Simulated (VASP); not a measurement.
Here is a VASP 6.6.1 calculation.

The input INCAR:

```
SYSTEM = TePb
PREC = Accurate
ENCUT = 520
EDIFF = 1E-6
ISMEAR = 0
SIGMA = 0.05
LREAL = .FALSE.
LASPH = .TRUE.
NELM = 60
ALGO = Normal
ISIF = 2
LWAVE = .FALSE.
LCHARG = .FALSE.
GGA = PE
NBANDS = 17
```

File KPOINTS:

```
Automatic mesh
0
G
  8 8 8
  0 0 0
```

The input POSCAR:

```
TePb
1.0
    3.9305725613      0.0000000000      0.0000000000
    0.0000000000      3.9305725613      0.0000000000
    0.0000000000      0.0000000000      3.9305725613
Pb Te
1 1
Direct
    0.0000000000      0.0000000000      0.0000000000
    0.5000000000      0.5000000000      0.5000000000
```

Potentials or basis: VASP PAW PBE potentials, release 64 (Pb_d, Te).

Launch:

```bash
$ cat potpaw_PBE.64/Pb_d/POTCAR potpaw_PBE.64/Te/POTCAR > POTCAR
$ mpirun -np 1 vasp_std > vasp.out
```

Question: Estimate the band gap on the k mesh.

Answer: Zero (band 10 reaches 7.26 eV, above the bottom of band 11 at 5.82 eV).

Question: Estimate the pressure.

Answer: 2.3 GPa.

Caveat: spin-orbit coupling is left out, which moves the levels of the heavy elements.
